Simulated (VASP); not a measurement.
RbBr:

```
CELL_PARAMETERS angstrom
4.12608 0.00000 0.00000
0.00000 4.12608 0.00000
0.00000 0.00000 4.12608
ATOMIC_POSITIONS crystal
Rb 0.00000 0.00000 0.00000
Br 0.50000 0.50000 0.50000
```

```yaml
Program: VASP 6.6.1
Task: relaxation of cell and atoms
Functional: revPBE
Potentials_or_basis: VASP PAW PBE potentials, release 64 (Rb_sv, Br)
Cutoff: 600 eV
k_mesh: 7 × 7 × 7
Occupations: fermi-dirac, width 0.05 eV
Spin: no spin polarisation
```

At the start: pressure 2.1 GPa; volume 35.12 Å³/atom.

Problem. How do energy, volume and symmetry change on relaxing?

Solution. Over 4 steps the energy falls by 31.3 meV/atom and the volume is 40.50 Å³/atom (+15.3 %); space group Pm-3m (No. 221, to 0.05 Å).

Step by step:
| step | energy change (eV) | largest force (eV/Å) | pressure (GPa) | volume (Å³) |
| --- | --- | --- | --- | --- |
| 1 | 0.0000 | 0.0000 | 2.11 | 70.24 |
| 2 | -0.0453 | 0.0000 | 0.97 | 75.05 |
| 3 | -0.0619 | 0.0000 | 0.16 | 79.93 |
| 4 | -0.0625 | 0.0000 | 0.03 | 81.00 |

Final structure:
```
Rb Br
1.0
     4.32681    0.00000    0.00000
     0.00000    4.32681    0.00000
     0.00000    0.00000    4.32681
Rb Br
1 1
Direct
  0.00000 0.00000 0.00000
  0.50000 0.50000 0.50000
```

Caveat: the volume moved by over 15 % at a fixed basis, so the end points are rough; the PAW data sets were made with another functional, which shifts forces and pressure a little.
